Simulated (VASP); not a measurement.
# Ti2O (P-3m1) in VASP: notebook

Runs on Ti2O. Level: r2SCAN. Tasks: single point.

All numbers are computed with VASP 6.6.1; they aren't measurements. Logs are shortened: lines on timing, memory, paths and dates and some standing lists are left out, and cuts for length are marked.

## (1) The cell of the first run

It takes space group P-3m1 (No. 164, trigonal). Conventional cell: a = 2.951 Å, b = 2.951 Å, c = 9.328 Å, α = 90.00°, β = 90.00°, γ = 120.00°. Within 2.8 Å of Ti (site symmetry 3m) lie 3 O at 2.14 Å and 3 Ti at 2.57 Å. Within 3.1 Å of Ti (site symmetry 3m) lie 3 O at 2.14 Å and 12 Ti at 2.80 to 3.10 Å. O (site symmetry 3m) has 6 Ti at 2.14 Å within 2.8 Å.

## (2) Single point, r2SCAN (the distance across one plane changed)

File POSCAR:

```
Ti2O
1.0
   -1.4757173909     -2.5560174986      0.0000000000
    1.4757173909     -2.5560174986      0.0000000000
    0.0000000000      0.0000000000      9.3280088048
Ti O
4 2
Direct
    0.3333333333      0.3333333333      0.9128897502
    0.3333333333      0.3333333333      0.3968091478
    0.6666666667      0.6666666667      0.1192714545
    0.6666666667      0.6666666667      0.6353520568
    1.0000000000      0.0000000000      0.2580403012
    1.0000000000      0.0000000000      0.7741209035
```

File INCAR.step1:

```
PREC = Accurate ; ENCUT = 520
ISMEAR = 0 ; SIGMA = 0.15
LREAL = False ; LASPH = True
NELM = 100 ; NBANDS = 39
GGA = PE ; ALGO = Normal
EDIFF = 1E-4 ; LWAVE = True
LCHARG = False
```

File INCAR.step2:

```
PREC = Accurate ; ENCUT = 520
EDIFF = 1E-6 ; ISMEAR = 0
SIGMA = 0.15 ; LREAL = False
LASPH = True ; NELM = 100
ALGO = Normal ; ISIF = 2
LWAVE = False ; LCHARG = False
METAGGA = R2SCAN ; LMIXTAU = True
NBANDS = 39 ; ISTART = 1
```

File KPOINTS:

```
Automatic mesh
0
Gamma
  18 18 5
```

Potentials or basis: VASP PAW PBE potentials, release 64 (Ti_sv, O).

Command:

```
cat potpaw_PBE.64/Ti_sv/POTCAR potpaw_PBE.64/O/POTCAR > POTCAR
cp INCAR.step1 INCAR
mpirun -np 1 vasp_std > vasp.out
cp INCAR.step2 INCAR
mpirun -np 1 vasp_std > vasp.out
```

OUTCAR:

```text
PREC = Accurate
   ENCUT = 520
   EDIFF = 1E-6
   ISMEAR = 0
   LREAL = False
   LASPH = True
   NELM = 100
   ISIF = 2
   METAGGA = R2SCAN
   ISTART = 1

 ion  position               nearest neighbor table
   1  0.333  0.333  0.913-   6 2.14   6 2.14   6 2.14   3 2.57   3 2.57   3 2.57
   2  0.333  0.333  0.397-   5 2.14   5 2.14   5 2.14   4 2.80   4 2.80   4 2.80
   3  0.667  0.667  0.119-   5 2.14   5 2.14   5 2.14   1 2.57   1 2.57   1 2.57
   4  0.667  0.667  0.635-   6 2.14   6 2.14   6 2.14   2 2.80   2 2.80   2 2.80
   5  0.000  0.000  0.258-   2 2.14   2 2.14   2 2.14   3 2.14   3 2.14   3 2.14
   6  0.000  0.000  0.774-   4 2.14   1 2.14   4 2.14   4 2.14   1 2.14   1 2.14

  LATTYP: Found a hexagonal cell.
 ALAT       =     2.9514347818
 C/A-ratio  =     3.1604997212

  Lattice vectors:

 A1 = (  -1.4757173909,   2.5560174986,   0.0000000000)
 A2 = (  -1.4757173909,  -2.5560174986,   0.0000000000)
 A3 = (   0.0000000000,   0.0000000000,   9.3280088048)

Analysis of symmetry for initial positions (statically):
=====================================================================
 Subroutine PRICEL returns:
 Original cell was already a primitive cell.

 Routine SETGRP: Setting up the symmetry group for a
 hexagonal supercell.

 Subroutine GETGRP returns: Found 12 space group operations
 (whereof  6 operations were pure point group operations)
 out of a pool of 24 trial point group operations.

The static configuration has the point symmetry C_3v.
 The point group associated with its full space group is D_3d.

Analysis of symmetry for dynamics (positions and initial velocities):
=====================================================================
 Subroutine PRICEL returns:
 Original cell was already a primitive cell.

 Routine SETGRP: Setting up the symmetry group for a
 hexagonal supercell.

 Subroutine GETGRP returns: Found 12 space group operations
 (whereof  6 operations were pure point group operations)
 out of a pool of 24 trial point group operations.

The dynamic configuration has the point symmetry C_3v.
 The point group associated with its full space group is D_3d.

 Subroutine INISYM returns: Found 12 space group operations
 (whereof  6 operations are pure point group operations),
 and found     1 'primitive' translations

----------------------------------------------------------------------------------------

                                     Primitive cell

  volume of cell :      70.3697
[... 95 lines left out ...]
   ENCUT  =  520.0 eV  38.22 Ry    6.18 a.u.   5.49  5.49 17.34*2*pi/ulx,y,z
   NELM   =    100;   NELMIN=  2; NELMDL=  0     # of ELM steps
   EDIFF  = 0.1E-05   stopping-criterion for ELM
   LREAL  =      F    real-space projection
   EDIFFG = 0.1E-04   stopping-criterion for IOM
   NSW    =      0    number of steps for IOM
   IBRION =     -1    ionic relax: 0-MD 1-quasi-New 2-CG
   NFREE  =      0    steps in history (QN), initial steepest desc. (CG)
   ISIF   =      2    stress and relaxation
   ISYM   =      2    0-nonsym 1-usesym 2-fastsym
   POTIM  = 0.5000    time-step for ionic-motion
   TEBEG  =    0.0;   TEEND  =   0.0 temperature during run
   PSTRESS=    0.0 pullay stress
   NELECT =      60.0000    total number of electrons
   NUPDOWN=      -1.0000    fix difference up-down
   EMIN   =  10.00;   EMAX   =-10.00  energy-range for DOS
   EFERMI =   0.00;   METHOD = LEGACY
   ISMEAR =     0;   SIGMA  =   0.15  broadening in eV -4-tet -1-fermi 0-gaus
   EFERMI_NEDOS =   21; number of points for ismear=-14 and -15
   IALGO  =     38    algorithm
   IMIX   =      4    mixing-type and parameters
     AMIX     =   0.40;   BMIX     =  1.00
     AMIX_MAG =   1.60;   BMIX_MAG =  1.00
  volume/ion in A,a.u.               =      11.73        79.15
  Fermi-wavevector in a.u.,A,eV,Ry     =   1.552375  2.933563 32.788240  2.409868
  Thomas-Fermi vector in A             =   2.656759
   LORBIT       =      0    0 simple, 1 ext, 2 COOP (PROOUT), +10 PAW based schemes
   METAGGA = R2SCAN    functional components
   LHFCALC =     F    Hartree Fock is set to
   AEXX    =    0.0000 exact exchange contribution
   IVDW    =     0    specifies the selected vdW correction
   LEPSILON=     F    determine dielectric tensor
   LRPA    =     F    only Hartree local field effects (RPA)
 non-spin polarized calculation
 Gauss-broadening in eV      SIGMA  =   0.15
  energy-cutoff  :      520.00
  volume of cell :       70.37
 maximum number of plane-waves:      1937
 NGX is ok and might be reduce to    24
   NGX = 11   NGY = 11   NGZ = 35

 number of electron      59.9999996 magnetization

 Free energy of the ion-electron system (eV)
  ---------------------------------------------------
  ext. energy  EPLUGINS =         0.00000000
  ---------------------------------------------------
  free energy    TOTEN  =       -75.26676587 eV

  energy without entropy =      -75.24786049  energy(sigma->0) =      -75.25731318

 E-fermi :  10.4688     XC(G=0): -13.3175

 val. band max:       10.4665242269   @ k =   0.0000   0.0000   0.0000
 cond. band min:      10.4764951888   @ k =   0.3333   0.0556   0.4000
 fundamental gap:      0.0099709619
 Fermi energy:        10.4687938473

 k-point     1 :       0.0000    0.0000    0.0000
  band No.  band energies     occupation
      1     -49.2111      2.00000
      2     -49.1207      2.00000
      3     -49.1151      2.00000
      4     -48.8770      2.00000
      5     -24.8915      2.00000
      6     -24.5752      2.00000
[... 997 lines left out ...]
     38      13.4100      0.00000
     39      13.4679      0.00000

 [... further k-points ...]
[... 5 lines left out ...]
  --------------------------------------------------------------------------------------
  -------------------------------------------------------------------------------------
  Total        1.5937513      1.5937513      8.3831583      0.0000000      0.0000000      0.0000000
  in kB       36.2865080     36.2865080    190.8676326      0.0000000      0.0000000      0.0000000
  external PRESSURE =      87.8135495 kB  Pullay stress =       0.0000000 kB

 VOLUME and BASIS-vectors are now :
 -----------------------------------------------------------------------------
  energy-cutoff  :      520.00
  volume of cell :       70.37
      direct lattice vectors                 reciprocal lattice vectors
    -1.475717391 -2.556017499  0.000000000    -0.338818261 -0.195616814  0.000000000
     1.475717391 -2.556017499  0.000000000     0.338818261 -0.195616814  0.000000000
     0.000000000  0.000000000  9.328008805     0.000000000  0.000000000  0.107204015

 POSITION                                       TOTAL-FORCE (eV/Angst)
 -----------------------------------------------------------------------------------
      0.00000     -1.70401      8.51544        -0.000000      0.000000     -2.954611
      0.00000     -1.70401      3.70144         0.000000      0.000000      0.329329
      0.00000     -3.40802      1.11257        -0.000000     -0.000000      2.954611
      0.00000     -3.40802      5.92657        -0.000000     -0.000000     -0.329329
      0.00000      0.00000      2.40700        -0.000000     -0.000000      0.286666
      0.00000      0.00000      7.22101         0.000000     -0.000000     -0.286666
 -----------------------------------------------------------------------------------
    total drift:                               -0.000000      0.000000      0.000085

  FREE ENERGIE OF THE ION-ELECTRON SYSTEM (eV)
  ---------------------------------------------------
  free  energy   TOTEN  =       -75.2667658697 eV

  energy  without entropy=      -75.2478604923  energy(sigma->0) =      -75.25731318
```

Wall time 16 min (1 thread of Intel Xeon 6975P-C (Granite Rapids), shared host); peak memory 0.45 GiB.

Results:

```
Free energy            : -75.2668 eV
Pressure               : 8.8 GPa
Largest force          : 2.955 eV/Å
Band gap on the k mesh : zero (bands 30 and 31 overlap by 0.67 eV)
```

Forces in eV/Å, atoms in the order of the input:
```
Ti   0.000  0.000 -2.955
Ti   0.000  0.000  0.329
Ti   0.000  0.000  2.955
Ti   0.000  0.000 -0.329
O    0.000  0.000  0.287
O    0.000  0.000 -0.287
```

Caveat: the cell differs from its parent crystal (the distance across one plane changed); the stress differs along the axes, from 4 to 19 GPa; the PAW data sets were made with another functional, which shifts forces and pressure a little.

## (3) Single point, r2SCAN (the distance across one plane changed)

File POSCAR:

```
Ti2O
1.0
   -1.4757173909     -2.5560174986      0.0000000000
    1.4757173909     -2.5560174986      0.0000000000
    0.0000000000      0.0000000000     15.6280088048
Ti O
4 2
Direct
    0.3333333333      0.3333333333      0.5448834675
    0.3333333333      0.3333333333      0.2368465024
    0.6666666667      0.6666666667      0.0711904627
    0.6666666667      0.6666666667      0.3792274277
    1.0000000000      0.0000000000      0.1540184825
    1.0000000000      0.0000000000      0.4620554476
```

File INCAR.step1:

```
  PREC = Accurate
  ENCUT = 520
  ISMEAR = 0
  SIGMA = 0.15
  LREAL = F
  LASPH = T
  NELM = 60
  NBANDS = 39
  GGA = PE
  ALGO = Normal
  EDIFF = 1E-4
  LWAVE = T
  LCHARG = F
```

File INCAR.step2:

```
  PREC = Accurate
  ENCUT = 520
  EDIFF = 1E-7
  ISMEAR = 0
  SIGMA = 0.15
  LREAL = F
  LASPH = T
  NELM = 60
  ALGO = Normal
  ISIF = 2
  LWAVE = F
  LCHARG = F
  METAGGA = R2SCAN
  LMIXTAU = T
  NBANDS = 39
  ISTART = 1
```

File KPOINTS:

```
regular mesh
0
Gamma
  18 18 5
```

Potentials or basis: VASP PAW PBE potentials, release 64 (Ti_sv, O).

Command:

```
cat potpaw_PBE.64/Ti_sv/POTCAR potpaw_PBE.64/O/POTCAR > POTCAR
cp INCAR.step1 INCAR
mpirun -np 1 vasp_std > vasp.out
cp INCAR.step2 INCAR
mpirun -np 1 vasp_std > vasp.out
```

OUTCAR:

```text
PREC = Accurate
   ENCUT = 520
   EDIFF = 1E-7
   ISMEAR = 0
   LREAL = F
   LASPH = T
   NELM = 60
   ISIF = 2
   METAGGA = R2SCAN
   ISTART = 1

 ion  position               nearest neighbor table
   1  0.333  0.333  0.545-   6 2.14   6 2.14   6 2.14
   2  0.333  0.333  0.237-   5 2.14   5 2.14   5 2.14   4 2.80   4 2.80   4 2.80
   3  0.667  0.667  0.071-   5 2.14   5 2.14   5 2.14
   4  0.667  0.667  0.379-   6 2.14   6 2.14   6 2.14   2 2.80   2 2.80   2 2.80
   5  0.000  0.000  0.154-   3 2.14   3 2.14   3 2.14   2 2.14   2 2.14   2 2.14
   6  0.000  0.000  0.462-   1 2.14   4 2.14   4 2.14   4 2.14   1 2.14   1 2.14

  LATTYP: Found a hexagonal cell.
 ALAT       =     2.9514347818
 C/A-ratio  =     5.2950547650

  Lattice vectors:

 A1 = (  -1.4757173909,   2.5560174986,   0.0000000000)
 A2 = (  -1.4757173909,  -2.5560174986,   0.0000000000)
 A3 = (   0.0000000000,   0.0000000000,  15.6280088048)

Analysis of symmetry for initial positions (statically):
=====================================================================
 Subroutine PRICEL returns:
 Original cell was already a primitive cell.

 Routine SETGRP: Setting up the symmetry group for a
 hexagonal supercell.

 Subroutine GETGRP returns: Found 12 space group operations
 (whereof  6 operations were pure point group operations)
 out of a pool of 24 trial point group operations.

The static configuration has the point symmetry C_3v.
 The point group associated with its full space group is D_3d.

Analysis of symmetry for dynamics (positions and initial velocities):
=====================================================================
 Subroutine PRICEL returns:
 Original cell was already a primitive cell.

 Routine SETGRP: Setting up the symmetry group for a
 hexagonal supercell.

 Subroutine GETGRP returns: Found 12 space group operations
 (whereof  6 operations were pure point group operations)
 out of a pool of 24 trial point group operations.

[... 125 lines left out ...]
   EFERMI_NEDOS =   21; number of points for ismear=-14 and -15
   IALGO  =     38    algorithm
   IMIX   =      4    mixing-type and parameters
     AMIX     =   0.40;   BMIX     =  1.00
     AMIX_MAG =   1.60;   BMIX_MAG =  1.00
  volume/ion in A,a.u.               =      19.65       132.60
  Fermi-wavevector in a.u.,A,eV,Ry     =   1.307048  2.469963 23.243863  1.708376
  Thomas-Fermi vector in A             =   2.437809
   LORBIT       =      0    0 simple, 1 ext, 2 COOP (PROOUT), +10 PAW based schemes
   METAGGA = R2SCAN    functional components
   LHFCALC =     F    Hartree Fock is set to
   AEXX    =    0.0000 exact exchange contribution
   IVDW    =     0    specifies the selected vdW correction
   LEPSILON=     F    determine dielectric tensor
   LRPA    =     F    only Hartree local field effects (RPA)
 non-spin polarized calculation
 Gauss-broadening in eV      SIGMA  =   0.15
  energy-cutoff  :      520.00
  volume of cell :      117.90
 maximum number of plane-waves:      3239
 NGX is ok and might be reduce to    24
   NGX = 11   NGY = 11   NGZ = 59

 number of electron      60.0000002 magnetization

 Free energy of the ion-electron system (eV)
  ---------------------------------------------------
  ext. energy  EPLUGINS =         0.00000000
  ---------------------------------------------------
  free energy    TOTEN  =       -72.67667557 eV

  energy without entropy =      -72.57425442  energy(sigma->0) =      -72.62546499

 E-fermi :   4.5565     XC(G=0):  -9.2807

 val. band max:        4.5532894522   @ k =  -0.3333   0.3333   0.0000
 cond. band min:       4.5733402161   @ k =   0.1111   0.1667   0.4000
 fundamental gap:      0.0200507639
 Fermi energy:         4.5564982733

 k-point     1 :       0.0000    0.0000    0.0000
  band No.  band energies     occupation
      1     -55.1818      2.00000
      2     -55.1812      2.00000
      3     -55.0055      2.00000
      4     -54.9120      2.00000
      5     -30.7212      2.00000
      6     -30.6639      2.00000
[... 997 lines left out ...]
     38       7.1480      0.00000
     39       7.3400      0.00000

 [... further k-points ...]
[... 5 lines left out ...]
  --------------------------------------------------------------------------------------
  -------------------------------------------------------------------------------------
  Total       -2.2847531     -2.2847531     -0.1381442      0.0000000      0.0000000      0.0000000
  in kB      -31.0491133    -31.0491133     -1.8773385      0.0000000      0.0000000      0.0000000
  external PRESSURE =     -21.3251884 kB  Pullay stress =       0.0000000 kB

 VOLUME and BASIS-vectors are now :
 -----------------------------------------------------------------------------
  energy-cutoff  :      520.00
  volume of cell :      117.90
      direct lattice vectors                 reciprocal lattice vectors
    -1.475717391 -2.556017499  0.000000000    -0.338818261 -0.195616814  0.000000000
     1.475717391 -2.556017499  0.000000000     0.338818261 -0.195616814  0.000000000
     0.000000000  0.000000000 15.628008805     0.000000000  0.000000000  0.063987678

 POSITION                                       TOTAL-FORCE (eV/Angst)
 -----------------------------------------------------------------------------------
      0.00000     -1.70401      8.51544         0.000000     -0.000000      0.092432
      0.00000     -1.70401      3.70144         0.000000     -0.000000     -0.297016
      0.00000     -3.40802      1.11257        -0.000000     -0.000000     -0.092432
      0.00000     -3.40802      5.92657        -0.000000     -0.000000      0.297016
      0.00000      0.00000      2.40700        -0.000000      0.000000      0.279507
      0.00000      0.00000      7.22101        -0.000000     -0.000000     -0.279507
 -----------------------------------------------------------------------------------
    total drift:                               -0.000000     -0.000000     -0.000153

  FREE ENERGIE OF THE ION-ELECTRON SYSTEM (eV)
  ---------------------------------------------------
  free  energy   TOTEN  =       -72.6766755689 eV

  energy  without entropy=      -72.5742544176  energy(sigma->0) =      -72.62546499
```

Run time: 1.7 h. Hardware: 1 thread of Oxide Virtual Turin-like, shared host; peak memory 0.64 GiB.

Results:

| Item | Value |
| --- | --- |
| Free energy | -72.6767 eV |
| Largest force | 0.297 eV/Å |
| Band gap on the k mesh | zero (bands 30 and 31 overlap by 0.50 eV) |

Forces on the atoms (eV/Å):
```
Ti   0.000  0.000  0.092
Ti   0.000  0.000 -0.297
Ti   0.000  0.000 -0.092
Ti   0.000  0.000  0.297
O    0.000  0.000  0.280
O    0.000  0.000 -0.280
```

Levels at points of the mesh, in eV from the Fermi level:
| k point | band 28 | band 29 | band 30 | band 31 | band 32 | band 33 |
| --- | --- | --- | --- | --- | --- | --- |
| (0.00, 0.00, 0.00) | -0.67 | -0.05 | 0.29 | 0.41 | 0.41 | 0.65 |
| (0.50, 0.00, 0.00) | -0.69 | -0.14 | 0.11 | 0.11 | 0.74 | 1.39 |

Caveat: the cell differs from its parent crystal (the distance across one plane changed); there is no dipole correction, which matters where the two faces differ; the PAW data sets were made with another functional, which shifts forces and pressure a little.

The gap in the log of VASP goes by the Fermi energy; the results here count the filled bands.